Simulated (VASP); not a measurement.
# Tl2F2 in VASP: single point with PBE

Aim: the single point of Tl2F2 with PBE.

All numbers are computed with VASP 6.6.1; they aren't measurements. Logs are shortened: lines on timing, memory, paths and dates and some standing lists are left out, and cuts for length are marked.

## 1. The cell of the first run

The cell holds a molecule in a box, 4 atoms: a = 11.790 Å, b = 9.000 Å, c = 12.690 Å, α = 90.00°, β = 90.00°, γ = 90.00°.

## 2. Single point, PBE, non-collinear spin, zero start, spin-orbit coupling

File INCAR:

```
  PREC = Accurate
  ENCUT = 910
  EDIFF = 1E-6
  ISMEAR = 0
  SIGMA = 0.01
  LREAL = F
  LASPH = T
  NELM = 200
  ALGO = Normal
  ISIF = 2
  LWAVE = F
  LCHARG = F
  MAGMOM = 0 0 0 0 0 0 0 0 0 0 0 0
  LORBIT = 11
  LSORBIT = T
  GGA_COMPAT = F
  LORBMOM = T
  GGA = PE
  NBANDS = 54
  NELMDL = -8
```

File KPOINTS:

```
regular mesh
0
Gamma
  1 1 1
```

File POSCAR:

```
TlF
1.0
   11.7900000000      0.0000000000      0.0000000000
    0.0000000000      9.0000000000      0.0000000000
    0.0000000000      0.0000000000     12.6900000000
Tl F
2 2
Direct
    0.4998541100      0.5000000000      0.6457793500
    0.4998541100      0.5000000000      0.3546099300
    0.6180288400      0.5000000000      0.5001946400
    0.3816793900      0.5000000000      0.5001946400
```

Potentials or basis: VASP PAW PBE potentials, release 64 (Tl_d, F_h).

Run with:

```bash
$ cat potpaw_PBE.64/Tl_d/POTCAR potpaw_PBE.64/F_h/POTCAR > POTCAR
$ mpirun -np 1 vasp_ncl > vasp.out
```

OUTCAR:

```text
PREC = Accurate
   ENCUT = 910
   EDIFF = 1E-6
   ISMEAR = 0
   LREAL = F
   LASPH = T
   NELM = 200
   ISIF = 2
   LORBIT = 11
   LSORBIT = T
   GGA = PE
   NELMDL = -8

 ion  position               nearest neighbor table
   1  0.500  0.500  0.646-   4 2.31   3 2.31   2 3.69
   2  0.500  0.500  0.355-   4 2.31   3 2.31   1 3.69
   3  0.618  0.500  0.500-   2 2.31   1 2.31
   4  0.382  0.500  0.500-   2 2.31   1 2.31

  LATTYP: Found a simple orthorhombic cell.
 ALAT       =     9.0000000000
 B/A-ratio  =     1.3100000000
 C/A-ratio  =     1.4100000000

  Lattice vectors:

 A1 = (   0.0000000000,  -9.0000000000,   0.0000000000)
 A2 = (  11.7900000000,   0.0000000000,   0.0000000000)
 A3 = (   0.0000000000,   0.0000000000,  12.6900000000)

Analysis of symmetry for initial positions (statically):
=====================================================================
 Subroutine PRICEL returns:
 Original cell was already a primitive cell.

 Routine SETGRP: Setting up the symmetry group for a
 simple orthorhombic supercell.

 Subroutine GETGRP returns: Found  8 space group operations
 (whereof  2 operations were pure point group operations)
 out of a pool of  8 trial point group operations.

The static configuration has the point symmetry C_1h.
 The point group associated with its full space group is D_2h.

Analysis of symmetry for dynamics (positions and initial velocities):
=====================================================================
 Subroutine PRICEL returns:
 Original cell was already a primitive cell.

 Routine SETGRP: Setting up the symmetry group for a
 simple orthorhombic supercell.

 Subroutine GETGRP returns: Found  8 space group operations
 (whereof  2 operations were pure point group operations)
 out of a pool of  8 trial point group operations.

The dynamic configuration has the point symmetry C_1h.
 The point group associated with its full space group is D_2h.

Analysis of structural, dynamic, and magnetic symmetry:
=====================================================================
 Subroutine PRICEL returns:
 Original cell was already a primitive cell.

 Routine SETGRP: Setting up the symmetry group for a
 simple orthorhombic supercell.

 Subroutine GETGRP returns: Found  8 space group operations
 (whereof  2 operations were pure point group operations)
 out of a pool of  8 trial point group operations.

The overall configuration has the point symmetry C_1h.
 The point group associated with its full space group is D_2h.

 Subroutine INISYM returns: Found  8 space group operations
 (whereof  2 operations are pure point group operations),
 and found     1 'primitive' translations

----------------------------------------------------------------------------------------

                                     Primitive cell

  volume of cell :    1346.5359

  direct lattice vectors                    reciprocal lattice vectors
    11.790000000  0.000000000  0.000000000     0.084817642  0.000000000  0.000000000
     0.000000000  9.000000000  0.000000000     0.000000000  0.111111111  0.000000000
     0.000000000  0.000000000 12.690000000     0.000000000  0.000000000  0.078802206

  length of vectors
    11.790000000  9.000000000 12.690000000     0.084817642  0.111111111  0.078802206

  position of ions in fractional coordinates (direct lattice)
     0.499854110  0.500000000  0.645779350
     0.499854110  0.500000000  0.354609930
     0.618028840  0.500000000  0.500194640
     0.381679390  0.500000000  0.500194640

  ion indices of the primitive-cell ions
   primitive index   ion index
                 1           1
                 2           2
                 3           3
                 4           4

[... 94 lines left out ...]
  ---------------------------------------------------
  ext. energy  EPLUGINS =         0.00000000
  ---------------------------------------------------
  free energy    TOTEN  =       -14.54846761 eV

  energy without entropy =      -14.54846761  energy(sigma->0) =      -14.54846761

 E-fermi :  -5.8051     XC(G=0):  -1.2508

 val. band max:       -5.8534403795   @ k =   0.0000   0.0000   0.0000
 cond. band min:      -1.5505245979   @ k =   0.0000   0.0000   0.0000
 fundamental gap:      4.3029157816
 Fermi energy:        -5.8051411908

 k-point     1 :       0.0000    0.0000    0.0000
  band No.  band energies     occupation
      1     -25.9809      1.00000
      2     -25.9809      1.00000
      3     -25.8021      1.00000
      4     -25.8021      1.00000
      5     -15.9319      1.00000
      6     -15.9319      1.00000
[... 44 lines left out ...]
     51       0.1903      0.00000
     52       0.1903      0.00000
 [bands above 52 left out]

------------------------ aborting loop because EDIFF is reached ----------------------------------------

  FORCE on cell =-STRESS in cart. coord.  units (eV):
  Direction    XX          YY          ZZ          XY          YZ          ZX
  --------------------------------------------------------------------------------------
  -------------------------------------------------------------------------------------
  Total        0.5273393     -0.1826556      0.5240943      0.0000000      0.0000000     -0.0000000
  in kB        0.6274553     -0.2173330      0.6235942      0.0000000      0.0000000     -0.0000000
  external PRESSURE =       0.3445721 kB  Pullay stress =       0.0000000 kB

 VOLUME and BASIS-vectors are now :
 -----------------------------------------------------------------------------
  energy-cutoff  :      910.00
  volume of cell :     1346.54
      direct lattice vectors                 reciprocal lattice vectors
    11.790000000  0.000000000  0.000000000     0.084817642  0.000000000  0.000000000
     0.000000000  9.000000000  0.000000000     0.000000000  0.111111111  0.000000000
     0.000000000  0.000000000 12.690000000     0.000000000  0.000000000  0.078802206

 POSITION                                       TOTAL-FORCE (eV/Angst)
 -----------------------------------------------------------------------------------
      5.89328      4.50000      8.19494        -0.000000      0.000000      0.185935
      5.89328      4.50000      4.50000        -0.000000      0.000000     -0.185935
      7.28656      4.50000      6.34747         0.251054     -0.000000      0.000000
      4.50000      4.50000      6.34747        -0.251054     -0.000000      0.000000
 -----------------------------------------------------------------------------------
    total drift:                               -0.000431     -0.000000     -0.000014

  FREE ENERGIE OF THE ION-ELECTRON SYSTEM (eV)
  ---------------------------------------------------
  free  energy   TOTEN  =       -14.5484676133 eV

  energy  without entropy=      -14.5484676133  energy(sigma->0) =      -14.54846761

 orbital moment (x)

 # of ion     p       d       tot
 ----------------------------------------
  1        -0.000  -0.000  -0.000
  2         0.000   0.000   0.000
  3         0.000   0.000   0.000
  4         0.000   0.000   0.000
 ----------------------------------------
            0.000   0.000   0.000

 orbital moment (y)

 # of ion     p       d       tot
 ----------------------------------------
  1        -0.000  -0.000  -0.000
  2         0.000   0.000   0.000
  3        -0.000   0.000  -0.000
  4        -0.000   0.000  -0.000
 ----------------------------------------
           -0.000  -0.000  -0.000

 orbital moment (z)

 # of ion     p       d       tot
 ----------------------------------------
  1        -0.000   0.000  -0.000
  2        -0.000   0.000  -0.000
  3         0.000   0.000   0.000
  4         0.000   0.000   0.000
 ----------------------------------------
           -0.000   0.000  -0.000

 Spin-Orbit-Coupling matrix elements

 Ion:    1  E_soc:     -0.3964196
 l=   1
     0.0000000    -0.0200906    -0.0117129
    -0.0200906     0.0000000    -0.0225682
    -0.0117129    -0.0225682     0.0000000
 l=   2
     0.0000000    -0.0096806     0.0000000    -0.0095701    -0.0387146
    -0.0096806     0.0000000    -0.0289395    -0.0095252    -0.0096681
     0.0000000    -0.0289395     0.0000000    -0.0280358     0.0000000
    -0.0095701    -0.0095252    -0.0280358     0.0000000    -0.0097043
    -0.0387146    -0.0096681     0.0000000    -0.0097043     0.0000000
 l=   3
     0.0000000     0.0000000     0.0000000     0.0000000     0.0000000     0.0000000     0.0000000
     0.0000000     0.0000000     0.0000000     0.0000000     0.0000000     0.0000000     0.0000000
     0.0000000     0.0000000     0.0000000     0.0000000     0.0000000     0.0000000     0.0000000
     0.0000000     0.0000000     0.0000000     0.0000000     0.0000000     0.0000000     0.0000000
[... 49 lines left out ...]
 l=   2
     0.0000000     0.0000000     0.0000000     0.0000000     0.0000000
     0.0000000     0.0000000     0.0000000     0.0000000     0.0000000
     0.0000000     0.0000000     0.0000000     0.0000000     0.0000000
     0.0000000     0.0000000     0.0000000     0.0000000     0.0000000
     0.0000000     0.0000000     0.0000000     0.0000000     0.0000000
 l=   3
     0.0000000     0.0000000     0.0000000     0.0000000     0.0000000     0.0000000     0.0000000
     0.0000000     0.0000000     0.0000000     0.0000000     0.0000000     0.0000000     0.0000000
     0.0000000     0.0000000     0.0000000     0.0000000     0.0000000     0.0000000     0.0000000
     0.0000000     0.0000000     0.0000000     0.0000000     0.0000000     0.0000000     0.0000000
     0.0000000     0.0000000     0.0000000     0.0000000     0.0000000     0.0000000     0.0000000
     0.0000000     0.0000000     0.0000000     0.0000000     0.0000000     0.0000000     0.0000000
     0.0000000     0.0000000     0.0000000     0.0000000     0.0000000     0.0000000     0.0000000

 total charge

# of ion       s       p       d       tot
------------------------------------------
    1        1.248   0.192   9.689  11.130
    2        1.248   0.192   9.689  11.130
    3        1.306   3.171   0.000   4.477
    4        1.306   3.171   0.000   4.477
--------------------------------------------------
tot          5.108   6.727  19.378  31.213

 magnetization (x)

# of ion       s       p       d       tot
------------------------------------------
    1       -0.000  -0.000   0.000  -0.000
    2        0.000   0.000   0.000   0.000
    3        0.000   0.000   0.000   0.000
    4        0.000   0.000   0.000   0.000
--------------------------------------------------
tot          0.000  -0.000   0.000  -0.000

 magnetization (y)

# of ion       s       p       d       tot
------------------------------------------
    1        0.000   0.000   0.000   0.000
    2        0.000   0.000   0.000   0.000
    3       -0.000   0.000   0.000  -0.000
    4       -0.000   0.000   0.000  -0.000
--------------------------------------------------
tot         -0.000   0.000   0.000  -0.000

 magnetization (z)

# of ion       s       p       d       tot
------------------------------------------
    1       -0.000  -0.000  -0.000  -0.000
    2       -0.000  -0.000  -0.000  -0.000
    3       -0.000   0.000   0.000  -0.000
    4       -0.000   0.000   0.000  -0.000
--------------------------------------------------
tot         -0.000  -0.000  -0.000  -0.000
```

It took 27 min on 1 thread of Intel Xeon Platinum 8488C (Sapphire Rapids), shared host; peak memory 6.8 GiB.

What came out:

| Quantity | Value |
| --- | --- |
| Free energy | -14.5485 eV |
| Largest force | 0.251 eV/Å |
| Net moment | 0.00 μB per cell |
| Valence electrons inside the program's atomic spheres | Tl 11.13; F 4.48 |

Forces on the atoms (eV/Å):
```
Tl   0.000  0.000  0.186
Tl   0.000  0.000 -0.186
F    0.251  0.000  0.000
F   -0.251  0.000  0.000
```

Moments on the atoms (μB; x, y, z):
```
Tl  0.00 0.00 0.00
Tl  0.00 0.00 0.00
F   0.00 0.00 0.00
F   0.00 0.00 0.00
```

Caveat: the cutoff is under 1.25 times the usual one of these potentials, so pressure, stress and relaxed cells hold a basis-set (Pulay) error.
